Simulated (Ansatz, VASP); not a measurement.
## Two plane-wave programs on FeSi2

```
Fe Si
1.0
     2.66206    0.00000    0.00000
     0.00000    2.66206    0.00000
     0.00000    0.00000    5.06544
Fe Si
1 2
Direct
  0.00000 0.00000 0.00000
  0.50000 0.50000 0.27106
  0.50000 0.50000 0.72894
```

Alike in both runs: functional LDA; k mesh 16 × 16 × 8; occupations fermi-dirac, width 0.15 eV; no spin polarisation.

Ansatz relaxed the structure, and its values are those at the end. VASP's run is a single point on that final structure, the one shown.

|  | VASP | Ansatz |
| --- | --- | --- |
| version | VASP 6.6.1 | Ansatz 0.2.0 |
| potentials or method | VASP PAW LDA potentials, release 64 (Fe, Si), cutoff 520 eV | scalar-relativistic, plane waves, PAW |
| valence electrons in the cell | 16 | 24 |

```csv
,VASP,Ansatz,Ansatz less VASP
gap on the k mesh at the Fermi level (eV),none,none,-
pressure (GPa),0.6,0.0,-0.58
rms of the force components (eV/Å),0.017,0.000,-0.0167
```

LDA's correlation is that of Perdew and Zunger in VASP and of Perdew and Wang (1992) in Ansatz. A gap of «none» marks a metal or a gap that the smearing closes. VASP's potentials hold 16 valence electrons a cell and Ansatz's 24, so a difference there can come from the potentials and not from the codes.
